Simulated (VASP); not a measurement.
A run of VASP 6.6.1 is set up as follows.

The input INCAR:

```
ALGO     = Normal         # electronic algorithm
EDIFF    = 1E-7           # SCF threshold, eV
ENCUT    = 520            # plane-wave cutoff, eV
GGA      = PE             # functional
ISIF     = 2              # what is computed and relaxed
ISMEAR   = -1             # smearing method
LASPH    = True           # aspherical terms in the spheres
LCHARG   = False          # write CHGCAR
LREAL    = False          # projectors in reciprocal space
LWAVE    = False          # write WAVECAR
NBANDS   = 10             # bands
NELM     = 60             # most SCF steps
PREC     = Accurate       # precision mode
SIGMA    = 0.05           # smearing width, eV
```

Contents of KPOINTS:

```
k-points
0
Gamma
  7 7 7
```

Contents of POSCAR:

```
H
1.0
    2.6749352543     -2.6172490651      0.0000000000
    2.6749352543      2.6172490651      0.0000000000
    0.0000000000      0.0000000000      4.2230507409
H
4
Direct
    0.0467043700      0.9532956300      0.9314911100
    0.5467043700      0.4532956300      0.5685088900
    0.4532956300      0.5467043700      0.4314911100
    0.9532956300      0.0467043700      0.0685088900
```

Potentials or basis: VASP PAW PBE potentials, release 64 (H).

Run with:

```sh
$ cat potpaw_PBE.64/H/POTCAR > POTCAR
$ mpirun -np 1 vasp_std > vasp.out
```

(1) What does it give for the pressure?

(2) Estimate the band gap on the k mesh.

Answers

(1) -0.4 GPa.

(2) 9.28 eV, indirect (least direct gap 9.82 eV).
